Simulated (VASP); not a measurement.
# In (I4/mmm) in VASP: further runs

Runs on In. Level: LDA. Tasks: single point.

All numbers are computed with VASP 6.6.1; they aren't measurements. Logs are shortened: lines on timing, memory, paths and dates and some standing lists are left out, and cuts for length are marked.

### Step 1. The cell of the first run

Symmetry: I4/mmm, No. 139, tetragonal system. Conventional cell: a = 3.765 Å, b = 3.765 Å, c = 3.803 Å, α = 90.00°, β = 90.00°, γ = 90.00°. Within 4.3 Å of In (site symmetry 4/mmm) lie 14 In at 3.27 to 3.80 Å.

### Step 2. Single point, LDA (strain +0.0100 x Voigt [0, 1, 0, 0, 0, 0])

Contents of INCAR:

```
SYSTEM = In
PREC = Accurate
ENCUT = 520
EDIFF = 1E-6
ISMEAR = 0
SIGMA = 0.15
LREAL = .False.
LASPH = .True.
NELM = 80
ALGO = Fast
ISIF = 2
LWAVE = .False.
LCHARG = .False.
NBANDS = 12
```

Contents of KPOINTS:

```
Automatic mesh
0
Gamma
  18 18 18
  0 0 0
```

Contents of POSCAR:

```
In
1.0
   -1.8825252400      1.9013504924      1.8825252400
    1.8825252400     -1.9013504924      1.8825252400
    1.8825252400      1.9013504924     -1.8825252400
In
1
Direct
    0.0000000000      0.0000000000      0.0000000000
```

Potentials or basis: VASP PAW LDA potentials, release 64 (In_d).

The run is started by

```sh
$ cat potpaw_LDA.64/In_d/POTCAR > POTCAR
$ mpirun -np 1 vasp_std > vasp.out
```

OUTCAR:

```text
SYSTEM = In
   PREC = Accurate
   ENCUT = 520
   EDIFF = 1E-6
   ISMEAR = 0
   LREAL = .False.
   LASPH = .True.
   NELM = 80
   ISIF = 2

 ion  position               nearest neighbor table
   1  0.000  0.000  0.000-

  LATTYP: Found a body centered tetragonal cell.
 ALAT       =     3.7650504800
 C/A-ratio  =     1.0100000000

  Lattice vectors:

 A1 = (  -1.8825252400,  -1.9013504924,   1.8825252400)
 A2 = (   1.8825252400,  -1.9013504924,  -1.8825252400)
 A3 = (   1.8825252400,   1.9013504924,   1.8825252400)

Analysis of symmetry for initial positions (statically):
=====================================================================
 Subroutine PRICEL returns:
 Original cell was already a primitive cell.

 Routine SETGRP: Setting up the symmetry group for a
 body centered tetragonal supercell.

 Subroutine GETGRP returns: Found 16 space group operations
 (whereof 16 operations were pure point group operations)
 out of a pool of 16 trial point group operations.

The static configuration has the point symmetry D_4h.

Analysis of symmetry for dynamics (positions and initial velocities):
=====================================================================
 Subroutine PRICEL returns:
 Original cell was already a primitive cell.

 Routine SETGRP: Setting up the symmetry group for a
 body centered tetragonal supercell.

 Subroutine GETGRP returns: Found 16 space group operations
 (whereof 16 operations were pure point group operations)
 out of a pool of 16 trial point group operations.

The dynamic configuration has the point symmetry D_4h.

 Subroutine INISYM returns: Found 16 space group operations
 (whereof 16 operations are pure point group operations),
 and found     1 'primitive' translations

----------------------------------------------------------------------------------------

                                     Primitive cell

  volume of cell :      26.9528

  direct lattice vectors                    reciprocal lattice vectors
    -1.882525240  1.901350492  1.882525240     0.000000000  0.262970979  0.265600689
     1.882525240 -1.901350492  1.882525240     0.265600689  0.000000000  0.265600689
     1.882525240  1.901350492 -1.882525240     0.265600689  0.262970979  0.000000000

  length of vectors
     3.271534235  3.271534235  3.271534235     0.373761236  0.375616096  0.373761236

  position of ions in fractional coordinates (direct lattice)
     0.000000000  0.000000000  0.000000000

  ion indices of the primitive-cell ions
   primitive index   ion index
                 1           1

----------------------------------------------------------------------------------------

 KPOINTS: Automatic mesh

Automatic generation of k-mesh.
 Grid dimensions read from file:
 generate k-points for:   18   18   18

 Generating k-lattice:

  Cartesian coordinates                     Fractional coordinates (reciprocal lattice)
     0.000000000  0.014609499  0.014755594     0.055555556  0.000000000  0.000000000
     0.014755594  0.000000000  0.014755594     0.000000000  0.055555556  0.000000000
     0.014755594  0.014609499  0.000000000     0.000000000  0.000000000  0.055555556

  Length of vectors
     0.020764513  0.020867561  0.020764513

  Shift w.r.t. Gamma in fractional coordinates (k-lattice)
     0.000000000  0.000000000  0.000000000

 Subroutine IBZKPT returns following result:
 ===========================================

 Found    480 irreducible k-points:

 Following reciprocal coordinates:
            Coordinates               Weight
  0.000000  0.000000  0.000000      1.000000
  0.055556 -0.000000  0.000000      8.000000
  0.111111 -0.000000  0.000000      8.000000
  0.166667  0.000000  0.000000      8.000000
  0.222222  0.000000  0.000000      8.000000
  0.277778 -0.000000  0.000000      8.000000
[... 16 lines left out ...]
 -0.333333  0.055556 -0.000000     16.000000
 -0.277778  0.055556 -0.000000     16.000000
 [... further k-points ...]
   k-points           NKPTS =    480   k-points in BZ     NKDIM =    480   number of bands    NBANDS=     12
   number of dos      NEDOS =    301   number of ions     NIONS =      1
   total plane-waves  NPLWV =  13824
   dimension x,y,z NGX =    24 NGY =   24 NGZ =   24
   dimension x,y,z NGXF=    48 NGYF=   48 NGZF=   48
   ions per type =               1
   NGX,Y,Z   is equivalent  to a cutoff of  12.20, 12.20, 12.20 a.u.
   NGXF,Y,Z  is equivalent  to a cutoff of  24.39, 24.39, 24.39 a.u.
 SYSTEM =  In
   PREC   = accura    normal or accurate (medium, high low for compatibility)
   ISTART =      0    job   : 0-new  1-cont  2-samecut
   ICHARG =      2    charge: 1-file 2-atom 10-const
   ISPIN  =      1    spin polarized calculation?
   LNONCOLLINEAR =      F non collinear calculations
   LSORBIT =      F    spin-orbit coupling
   LASPH  =      T    aspherical Exc in radial PAW
   ENCUT  =  520.0 eV  38.22 Ry    6.18 a.u.   6.08  6.08  6.08*2*pi/ulx,y,z
[... 65 lines left out ...]
      7      17.4614      0.00000
      8      17.5375      0.00000
      9      17.5375      0.00000
     10      19.8072      0.00000
     11      19.9388      0.00000
     12      19.9388      0.00000

 k-point     2 :       0.0556   -0.0000    0.0000
  band No.  band energies     occupation
      1      -7.6826      2.00000
      2      -7.6793      2.00000
      3      -7.6656      2.00000
      4      -7.4237      2.00000
      5      -7.4148      2.00000
      6      -2.4031      2.00000
      7      16.7821      0.00000
      8      17.2033      0.00000
      9      17.3633      0.00000
     10      19.2973      0.00000
     11      19.6323      0.00000
     12      19.7610      0.00000

 k-point     3 :       0.1111   -0.0000    0.0000
  band No.  band energies     occupation
      1      -7.6909      2.00000
      2      -7.6712      2.00000
      3      -7.6311      2.00000
      4      -7.4323      2.00000
      5      -7.4161      2.00000
      6      -2.1938      2.00000
      7      15.1404      0.00000
      8      16.4522      0.00000
      9      16.9548      0.00000
     10      18.7069      0.00000
     11      19.0744      0.00000
     12      19.6959      0.00000

 k-point     4 :       0.1667    0.0000    0.0000
  band No.  band energies     occupation
      1      -7.7045      2.00000
      2      -7.6622      2.00000
      3      -7.5767      2.00000
      4      -7.4442      2.00000
      5      -7.4173      2.00000
      6      -1.8425      2.00000
      7      13.2553      0.00000
      8      15.5925      0.00000
      9      16.3765      0.00000
     10      18.2283      0.00000
     11      18.5293      0.00000
     12      19.9027      0.00000

 k-point     5 :       0.2222    0.0000    0.0000
  band No.  band energies     occupation
      1      -7.7213      2.00000
      2      -7.6582      2.00000
      3      -7.5088      2.00000
      4      -7.4538      2.00000
      5      -7.4184      2.00000
      6      -1.3468      2.00000
      7      11.3689      0.00000
      8      14.7656      0.00000
      9      15.7676      0.00000
     10      17.8263      0.00000
     11      18.0558      0.00000
     12      20.3405      0.00000
[... 228 lines left out ...]
      1      -7.7694      2.00000
      2      -7.6963      2.00000
      3      -7.4410      2.00000
      4      -7.4239      2.00000
      5      -7.2901      2.00000
      6       1.5610      2.00000
      7       5.5556      2.00000
      8      12.3903      0.00000
      9      13.9510      0.00000
     10      17.1882      0.00000
     11      17.8779      0.00000
     12      22.6056      0.00000

 k-point    22 :      -0.3889    0.0556   -0.0000
  band No.  band energies     occupation
      1      -7.7583      2.00000
      2      -7.6822      2.00000
      3      -7.4492      2.00000
      4      -7.4232      2.00000
      5      -7.3371      2.00000
      6       0.5745      2.00000
      7       7.0777      0.05082
      8      12.7273      0.00000
      9      14.2229      0.00000
     10      17.3369      0.00000
     11      18.0524      0.00000
     12      21.7869      0.00000

 k-point    23 :      -0.3333    0.0556   -0.0000
  band No.  band energies     occupation
      1      -7.7432      2.00000
      2      -7.6679      2.00000
      3      -7.4568      2.00000
      4      -7.4221      2.00000
      5      -7.3991      2.00000
      6      -0.2807      2.00000
      7       8.7287      0.00000
      8      13.2195      0.00000
      9      14.6222      0.00000
     10      17.5637      0.00000
     11      18.3057      0.00000
     12      21.0309      0.00000

 k-point    24 :      -0.2778    0.0556   -0.0000
  band No.  band energies     occupation
      1      -7.7260      2.00000
      2      -7.6600      2.00000
      3      -7.4706      2.00000
      4      -7.4570      2.00000
      5      -7.4201      2.00000
      6      -0.9938      2.00000
      7      10.4862      0.00000
      8      13.8504      0.00000
      9      15.1366      0.00000
     10      17.8688      0.00000
     11      18.6205      0.00000
     12      20.3990      0.00000

 [... further k-points ...]

------------------------ aborting loop because EDIFF is reached ----------------------------------------

  FORCE on cell =-STRESS in cart. coord.  units (eV):
  Direction    XX          YY          ZZ          XY          YZ          ZX
  --------------------------------------------------------------------------------------
  -------------------------------------------------------------------------------------
  Total       -0.5418044     -0.5366995     -0.5418044      0.0000000      0.0000000      0.0000000
  in kB      -32.2069301    -31.9034753    -32.2069301      0.0000000      0.0000000      0.0000000
  external PRESSURE =     -32.1057785 kB  Pullay stress =       0.0000000 kB

 VOLUME and BASIS-vectors are now :
 -----------------------------------------------------------------------------
  energy-cutoff  :      520.00
  volume of cell :       26.95
      direct lattice vectors                 reciprocal lattice vectors
    -1.882525240  1.901350492  1.882525240     0.000000000  0.262970979  0.265600689
     1.882525240 -1.901350492  1.882525240     0.265600689  0.000000000  0.265600689
     1.882525240  1.901350492 -1.882525240     0.265600689  0.262970979  0.000000000

 POSITION                                       TOTAL-FORCE (eV/Angst)
 -----------------------------------------------------------------------------------
      0.00000      0.00000      0.00000         0.000000      0.000000      0.000000
 -----------------------------------------------------------------------------------
    total drift:                               -0.000000      0.000000      0.000000

  FREE ENERGIE OF THE ION-ELECTRON SYSTEM (eV)
  ---------------------------------------------------
  free  energy   TOTEN  =        -3.1832242419 eV

  energy  without entropy=       -3.1782071734  energy(sigma->0) =       -3.18071571
```

It took 34 s on 1 thread of Intel Xeon 6975P-C (Granite Rapids), shared host; peak memory 0.24 GiB.

Results:

```
Free energy : -3.1832 eV
Pressure    : -3.2 GPa
```

Caveat: the cell differs from its parent crystal (strain +0.0100 x Voigt [0, 1, 0, 0, 0, 0]); spin-orbit coupling is left out, which moves the levels of the heavy elements.

### Step 3. Single point, LDA (strain +0.0200 x Voigt [0, 1, 0, 0, 0, 0])

Contents of INCAR:

```
PREC = Accurate
ENCUT = 520
EDIFF = 1E-7
ISMEAR = 0
SIGMA = 0.15
LREAL = F
LASPH = T
NELM = 60
ALGO = Fast
ISIF = 2
LWAVE = F
LCHARG = F
GGA = CA
NBANDS = 12
```

Contents of KPOINTS:

```
Automatic mesh
0
Gamma
  18 18 18
```

Contents of POSCAR:

```
In
1.0
   -1.8825252400      1.9201757448      1.8825252400
    1.8825252400     -1.9201757448      1.8825252400
    1.8825252400      1.9201757448     -1.8825252400
In
1
Direct
    0.0000000000      0.0000000000      0.0000000000
```

Potentials or basis: VASP PAW LDA potentials, release 64 (In_d).

The run is started by

```sh
$ cat potpaw_LDA.64/In_d/POTCAR > POTCAR
$ mpirun -np 1 vasp_std > vasp.out
```

Run time: 38 s. Hardware: 1 thread of Intel Xeon 6975P-C (Granite Rapids), shared host; peak memory 0.24 GiB.

It converged, with:

- Free energy: -3.1778 eV
- Pressure: -3.5 GPa

Levels at points of the mesh, in eV from the Fermi level:
| k point | band 4 | band 5 | band 6 | band 7 | band 8 | band 9 |
| --- | --- | --- | --- | --- | --- | --- |
| (0.00, 0.00, 0.00) | -14.29 | -14.27 | -9.27 | 10.44 | 10.58 | 10.58 |
| (0.50, 0.00, 0.00) | -14.28 | -14.12 | -4.01 | -3.01 | 5.76 | 7.30 |
| (0.00, 0.50, 0.00) | -14.28 | -14.12 | -3.87 | -2.94 | 5.50 | 6.95 |
| (0.50, 0.50, 0.50) | -14.16 | -14.16 | 0.61 | 1.00 | 1.38 | 1.38 |

Caveat: the cell differs from its parent crystal (strain +0.0200 x Voigt [0, 1, 0, 0, 0, 0]); spin-orbit coupling is left out, which moves the levels of the heavy elements.

### Step 4. Single point, LDA (strain +0.0300 x Voigt [0, 1, 0, 0, 0, 0])

Contents of INCAR:

```
  PREC = Accurate
  ENCUT = 520
  EDIFF = 1E-6
  ISMEAR = 0
  SIGMA = 0.15
  LREAL = F
  LASPH = T
  NELM = 80
  ALGO = Fast
  ISIF = 2
  LWAVE = F
  LCHARG = T
  LELF = T
  LVHAR = T
  NBANDS = 12
```

Contents of KPOINTS:

```
regular mesh
0
Gamma
  18 18 18
```

Contents of POSCAR:

```
In
1.0
   -1.8825252400      1.9390009972      1.8825252400
    1.8825252400     -1.9390009972      1.8825252400
    1.8825252400      1.9390009972     -1.8825252400
In
1
Direct
    0.0000000000      0.0000000000      0.0000000000
```

The run is started by

```sh
$ cat potpaw_LDA.64/In_d/POTCAR > POTCAR
$ mpirun -np 1 vasp_std > vasp.out
```

Run time: 34 s. Hardware: 1 thread of Intel Xeon 6975P-C (Granite Rapids), shared host; peak memory 0.24 GiB.

The run converged. Its results:

```
Free energy : -3.1718 eV
Pressure    : -3.8 GPa
```

Levels at points of the mesh, in eV from the Fermi level:
```tsv
k point	band 4	band 5	band 6	band 7	band 8	band 9
(0.00, 0.00, 0.00)	-14.28	-14.26	-9.21	10.30	10.49	10.49
(0.50, 0.00, 0.00)	-14.27	-14.12	-4.03	-2.97	5.77	7.32
(0.00, 0.50, 0.00)	-14.27	-14.12	-3.82	-2.88	5.38	6.81
(0.50, 0.50, 0.50)	-14.15	-14.15	0.53	0.88	1.45	1.45
```

Caveat: the cell differs from its parent crystal (strain +0.0300 x Voigt [0, 1, 0, 0, 0, 0]); spin-orbit coupling is left out, which moves the levels of the heavy elements.

### Step 5. Single point, LDA (strain +0.0350 x Voigt [0, 1, 0, 0, 0, 0])

Contents of INCAR:

```
SYSTEM = In
PREC = Accurate ; ENCUT = 520
EDIFF = 1E-6 ; ISMEAR = 0
SIGMA = 0.15 ; LREAL = .False.
LASPH = .True. ; NELM = 60
ALGO = Fast ; ISIF = 2
LWAVE = .False. ; LCHARG = .False.
GGA = CA ; NBANDS = 12
```

Contents of KPOINTS:

```
Automatic mesh
0
Gamma
  18 18 18
  0 0 0
```

Contents of POSCAR:

```
In
1.0
   -1.8825252400      1.9484136234      1.8825252400
    1.8825252400     -1.9484136234      1.8825252400
    1.8825252400      1.9484136234     -1.8825252400
In
1
Direct
    0.0000000000      0.0000000000      0.0000000000
```

The run is started by

```sh
$ cat potpaw_LDA.64/In_d/POTCAR > POTCAR
$ mpirun -np 1 vasp_std > vasp.out
```

Wall time 74 s (1 thread of Intel Xeon 6975P-C (Granite Rapids), shared host); peak memory 0.26 GiB.

It converged, with:

```yaml
Free_energy: -3.1686 eV
Pressure: -4.0 GPa
```

Levels at points of the mesh, in eV from the Fermi level:
```
           k point  band 2  band 3  band 4  band 5  band 6  band 7  band 8  band 9  band 10  band 11
(0.00, 0.00, 0.00)  -14.52  -14.50  -14.28  -14.26   -9.17   10.23   10.45   10.45    12.68    13.15
(0.50, 0.00, 0.00)  -14.54  -14.30  -14.27  -14.12   -4.03   -2.96    5.77    7.33    10.05    10.12
(0.00, 0.50, 0.00)  -14.55  -14.27  -14.27  -14.12   -3.80   -2.85    5.32    6.74     9.50     9.59
(0.50, 0.50, 0.50)  -14.60  -14.16  -14.15  -14.15    0.49    0.82    1.48    1.48     5.21     5.52
```

Caveat: the cell differs from its parent crystal (strain +0.0350 x Voigt [0, 1, 0, 0, 0, 0]); spin-orbit coupling is left out, which moves the levels of the heavy elements.

### Step 6. Single point, LDA (strain +0.0400 x Voigt [0, 1, 0, 0, 0, 0])

Contents of INCAR:

```
SYSTEM = In
PREC = Accurate
ENCUT = 520
EDIFF = 1E-6
ISMEAR = 0
SIGMA = 0.15
LREAL = .False.
LASPH = .True.
NELM = 100
ALGO = Fast
ISIF = 2
LWAVE = .False.
LCHARG = .True.
GGA = CA
LELF = .True.
LVHAR = .True.
NBANDS = 12
```

KPOINTS is that of step 5.

Contents of POSCAR:

```
In
1.0
   -1.8825252400      1.9578262496      1.8825252400
    1.8825252400     -1.9578262496      1.8825252400
    1.8825252400      1.9578262496     -1.8825252400
In
1
Direct
    0.0000000000      0.0000000000      0.0000000000
```

Potentials or basis: VASP PAW LDA potentials, release 64 (In_d).

The run is started by

```sh
$ cat potpaw_LDA.64/In_d/POTCAR > POTCAR
$ mpirun -np 1 vasp_std > vasp.out
```

Wall time 75 s (1 thread of Intel Xeon 6975P-C (Granite Rapids), shared host); peak memory 0.26 GiB.

Results (log left out):

```
Free energy : -3.1652 eV
Pressure    : -4.1 GPa
```

Stress tensor (GPa, compression positive):
```
-4.04  0.00  0.00
 0.00 -4.12  0.00
 0.00  0.00 -4.04
```

Levels at points of the mesh, in eV from the Fermi level:
```tsv
k point	band 4	band 5	band 6	band 7	band 8	band 9
(0.00, 0.00, 0.00)	-14.28	-14.26	-9.14	10.16	10.40	10.40
(0.50, 0.00, 0.00)	-14.27	-14.12	-4.04	-2.94	5.77	7.34
(0.00, 0.50, 0.00)	-14.26	-14.11	-3.78	-2.82	5.26	6.67
(0.50, 0.50, 0.50)	-14.15	-14.15	0.44	0.77	1.51	1.51
```

Caveat: the cell differs from its parent crystal (strain +0.0400 x Voigt [0, 1, 0, 0, 0, 0]); spin-orbit coupling is left out, which moves the levels of the heavy elements.

### Step 7. The runs side by side

| cell | further INCAR settings | gap on the mesh (eV) | pressure (GPa) |
| --- | --- | --- | --- |
| a = 3.272 Å, angles 109.7, 108.9, 109.7°, 1 atom | ALGO = Fast; EDIFF = 1e-06; NBANDS = 12 | none | -3.2 |
| a = 3.283 Å, angles 110.0, 108.4, 110.0°, 1 atom | ALGO = Fast; EDIFF = 1e-07; NBANDS = 12 | none | -3.5 |
| a = 3.294 Å, angles 110.3, 107.9, 110.3°, 1 atom | ALGO = Fast; EDIFF = 1e-06; NBANDS = 12 | none | -3.8 |
| a = 3.299 Å, angles 110.4, 107.6, 110.4°, 1 atom | ALGO = Fast; EDIFF = 1e-06; NBANDS = 12 | none | -4.0 |
| a = 3.305 Å, angles 110.5, 107.3, 110.5°, 1 atom | ALGO = Fast; EDIFF = 1e-06; NBANDS = 12 | none | -4.1 |

Alike in all rows: task single point; level LDA; potentials or basis VASP PAW LDA potentials, release 64 (In_d); no spin polarisation; k mesh 18 × 18 × 18; cutoff (eV) 520; smearing gaussian 0.15 eV.

Caveats: spin-orbit coupling is left out, which moves the levels of the heavy elements.

Absolute energies hang on the potentials; compare differences alone.
